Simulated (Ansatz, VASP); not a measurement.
Two plane-wave programs on LiH

```
Li H
1.0
     2.81445    0.00000    0.00000
     0.00000    2.81445    0.00000
     0.00000    0.00000    2.81445
Li H
1 1
Direct
  0.50000 0.50000 0.50000
  0.00000 0.00000 0.00000
```

Change from the starting cell: species swapped into the ZrIr type (Pm-3m, No. 221).

Alike in both runs: task relaxation of cell and atoms; functional PBE; k mesh 6 × 6 × 6; occupations gaussian, width 0.1 eV; no spin polarisation.

|  | VASP | Ansatz |
| --- | --- | --- |
| version | VASP 6.6.1 | Ansatz 0.2.0 |
| potentials or method | VASP PAW PBE potentials, release 64 (Li_sv, H_h), cutoff 910 eV | scalar-relativistic, plane waves, PAW |
| valence electrons in the cell | 4 | 4 |

Ansatz gave:

* gap on the k mesh at the Fermi level, each at its own relaxed structure (eV): 0.70
* relaxed volume (Å³/atom): 7.87
* relaxed cell length with the largest relative difference (Å): 2.506

What did VASP give for the same quantities?

gap on the k mesh at the Fermi level, each at its own relaxed structure (eV): 0.71; relaxed volume (Å³/atom): 8.06; relaxed cell length with the largest relative difference (Å): 2.526.

Noted on VASP's run: the volume moved by over 15 % at a fixed basis, so the end points are rough.
